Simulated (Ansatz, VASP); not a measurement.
**Two plane-wave programs on Ge**

File INCAR:

```
SYSTEM = Ge
PREC = Accurate
ENCUT = 520
EDIFF = 1E-7
ISMEAR = 0
SIGMA = 0.017
LREAL = .FALSE.
LASPH = .TRUE.
NELM = 80
ALGO = Normal
ISIF = 2
LWAVE = .FALSE.
LCHARG = .TRUE.
GGA = PE
LELF = .TRUE.
LVHAR = .TRUE.
NBANDS = 21
```

Contents of KPOINTS:

```
Automatic mesh
0
G
  11 11 11
  0 0 0
```

The input POSCAR:

```
Ge
1.0
   -2.5744897190      2.5744897190      1.3974126432
    2.5744897190     -2.5744897190      1.3974126432
    2.5744897190      2.5744897190     -1.3974126432
Ge
2
Direct
    0.5000000000      0.5000000000      0.0000000000
    0.2500000000      0.7500000000      0.5000000000
```

input.yaml

```yaml
crystal:
  lattice:
    - [-2.574489719, 2.574489719, 1.3974126432]
    - [2.574489719, -2.574489719, 1.3974126432]
    - [2.574489719, 2.574489719, -1.3974126432]
  atoms:
    - { symbol: Ge, position: [0.5, 0.5, 0.0] }
    - { symbol: Ge, position: [0.25, 0.75, 0.5] }
hamiltonian:
  xc: pbe
  pseudopotentials: { kind: paw }
kpoints:
  mp_grid: { grid: [11, 11, 11] }
scf:
  occupations: { method: gaussian, width: 0.017 }
output:
  forces: true
  stress: true
  eigenvalues: true
```

Alike in both runs: task single point; functional PBE; k mesh 11 × 11 × 11; occupations gaussian, width 0.017 eV; no spin polarisation.

|  | VASP | Ansatz |
| --- | --- | --- |
| version | VASP 6.6.1 | Ansatz 0.2.0 |
| potentials or method | VASP PAW PBE potentials, release 64 (Ge_d) | Ansatz PAW |
| plane-wave cutoff (eV) | 520 | 420 |
| valence electrons in the cell | 28 | 28 |

Ansatz gave:

| Property | Result |
| --- | --- |
| gap on the k mesh at the Fermi level (eV) | none |
| pressure (GPa) | 3.2 |
| traceless stress, the component that is largest in VASP (GPa) | 0.33 |

What did VASP give for the same quantities?

gap on the k mesh at the Fermi level (eV): none; pressure (GPa): 3.3; traceless stress, the component that is largest in VASP (GPa): 0.33.

A gap of «none» marks a metal or a gap that the smearing closes.
